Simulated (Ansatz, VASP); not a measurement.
**YN: VASP beside Ansatz**

The input INCAR:

```
SYSTEM = YN
PREC = Accurate ; ENCUT = 600
EDIFF = 1E-6 ; ISMEAR = -1
SIGMA = 0.03 ; LREAL = .FALSE.
LASPH = .TRUE. ; NELM = 120
ALGO = Normal ; ISIF = 2
LWAVE = .FALSE. ; LCHARG = .TRUE.
GGA = CA ; LELF = .TRUE.
LVHAR = .TRUE. ; NBANDS = 15
GGA_COMPAT = .FALSE.
```

KPOINTS

```
regular mesh
0
G
  11 11 11
  0 0 0
```

POSCAR

```
YN
1.0
    0.0000000000      2.4385000000      2.4385000000
    2.4385000000      0.0000000000      2.4385000000
    2.4385000000      2.4385000000      0.0000000000
Y N
1 1
Direct
    0.0000000000      0.0000000000      0.0000000000
    0.5000000000      0.5000000000      0.5000000000
```

Input for Ansatz:

```yaml
crystal:
  lattice:
    - [0.0, 2.4385, 2.4385]
    - [2.4385, 0.0, 2.4385]
    - [2.4385, 2.4385, 0.0]
  atoms:
    - { symbol: "Y", position: [0.0, 0.0, 0.0] }
    - { symbol: "N", position: [0.5, 0.5, 0.5] }
kpoints:
  mp_grid: { grid: [11, 11, 11] }
  band_path:
    path:
      - [0.0, 0.0, 0.0]
      - [0.5, 0.0, 0.5]
      - [0.625, 0.25, 0.625]
      - [0.375, 0.375, 0.75]
      - [0.0, 0.0, 0.0]
      - [0.5, 0.5, 0.5]
      - [0.5, 0.25, 0.75]
      - [0.5, 0.0, 0.5]
    npoints: 14
scf:
  occupations: { method: fermi_dirac, width: 0.03 }
hamiltonian:
  xc: lda
  pseudopotentials: { kind: all_electron, lapw: { basis_error: 0.001 } }
output:
  forces: true
  stress: true
  eigenvalues: true
  populations: true
  dos: { projected: true, de: 0.2, e_range: [-14, 8] }
```

Alike in both runs: task single point; functional LDA; k mesh 11 × 11 × 11; occupations fermi-dirac, width 0.03 eV; no spin polarisation.

```csv
,VASP,Ansatz
version,VASP 6.6.1,Ansatz 0.2.0
potentials or method,"VASP PAW LDA potentials, release 64 (Y_sv, N), cutoff 600 eV","all-electron LAPW, scalar-relativistic"
```

```tsv
	VASP	Ansatz	Ansatz less VASP
pressure (GPa)	-5.8	-5.9	-0.10
```

LDA's correlation is that of Perdew and Zunger in VASP and of Perdew and Wang (1992) in Ansatz. Ansatz ran all-electron here, and VASP with PAW potentials.
